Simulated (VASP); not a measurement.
The system is Sb.

```
Sb
1.0
     3.51084    0.00000    0.00000
    -1.75542    3.04048    0.00000
     0.00000    0.00000    6.30812
Sb
2
Direct
  0.00000 0.00000 0.19787
  0.00000 0.00000 0.80213
```

The cell was generated, and may not be a known phase.

| Quantity | Value |
| --- | --- |
| Program | VASP 6.6.1 |
| Task | relaxation of cell and atoms |
| Functional | PBE |
| Potentials or basis | VASP PAW PBE potentials, release 64 (Sb) |
| Cutoff | 600 eV |
| k mesh | 6 × 6 × 4 |
| Occupations | gaussian, width 0.1 eV |
| Spin | no spin polarisation |

At the start: pressure 4.9 GPa; volume 33.67 Å³/atom.

Task: Where does the relaxation end?

Result: Over 17 steps the energy falls by 399.5 meV/atom and the volume is 30.81 Å³/atom (-8.5 %); space group P6/mmm (No. 191, to 0.1 Å) before and after.

The path:
| step | energy change (eV) | largest force (eV/Å) | pressure (GPa) | volume (Å³) |
| --- | --- | --- | --- | --- |
| 1 | 0.0000 | 4.0902 | 4.89 | 67.34 |
| 2 | 0.0915 | 0.6603 | -4.13 | 75.53 |
| 3 | -0.1676 | 0.9510 | -5.36 | 74.03 |
| 4 | -0.4333 | 1.1120 | -5.52 | 72.65 |
| 5 | -0.6927 | 0.0160 | -3.67 | 70.16 |
| 6 | -0.6932 | 0.1289 | -3.85 | 70.30 |
| 7 | -0.6932 | 0.0825 | -3.78 | 70.24 |
| 8 | -0.7799 | 0.0669 | -0.12 | 63.59 |
| 9 | -0.7819 | 0.0814 | -0.62 | 64.35 |
| 10 | -0.7850 | 0.3482 | 0.58 | 63.07 |
| 11 | -0.7875 | 0.1683 | 0.09 | 63.57 |
| 12 | -0.7897 | 0.1569 | -0.06 | 63.54 |
| 13 | -0.7933 | 0.1234 | -0.46 | 63.44 |
| 14 | -0.7950 | 0.0891 | -0.42 | 63.19 |
| 15 | -0.7978 | 0.0023 | -0.29 | 62.46 |
| 16 | -0.7982 | 0.0403 | -0.22 | 62.10 |
| 17 | -0.7990 | 0.0050 | 0.07 | 61.61 |

Final structure:
```
Sb
1.0
     3.30231    0.00000    0.00000
    -1.65115    2.85988    0.00000
     0.00000    0.00000    6.52371
Sb
2
Direct
  0.00000 0.00000 0.21979
  0.00000 0.00000 0.78021
```
